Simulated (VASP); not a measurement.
Runs of VASP 6.6.1 on Ca. The structure is that of space group I4/mmm (No. 139), or close to it. The cells are those of the table. 

```csv
cell,gap on the mesh (eV),pressure (GPa)
"a = 3.952, b = 3.854, c = 3.854 Å, angles 61.7, 59.2, 59.2°, 1 atom",none,-0.4
"a = 3.952, b = 3.806, c = 3.806 Å, angles 62.5, 58.7, 58.7°, 1 atom",none,0.1
"a = 3.952, b = 4.128, c = 4.128 Å, angles 57.2, 61.4, 61.4°, 1 atom",none,-2.2
"a = 3.952, b = 4.102, c = 4.102 Å, angles 57.6, 61.2, 61.2°, 1 atom",none,(a)
"a = 3.952, b = 4.154, c = 4.154 Å, angles 56.8, 61.6, 61.6°, 1 atom",none,(b)
```

Alike in all rows: task single point; level PBEsol; potentials or basis VASP PAW PBE potentials, release 64 (Ca_sv); no spin polarisation; k mesh 14 × 14 × 14; cutoff (eV) 520; smearing gaussian 0.15 eV.

Q: Estimate the missing entries.

A: (a) -2.0; (b) -2.3.

Caveats: the PAW data sets were made with another functional, which shifts forces and pressure a little.

A gap of «none» marks levels without a gap at the run's occupations.
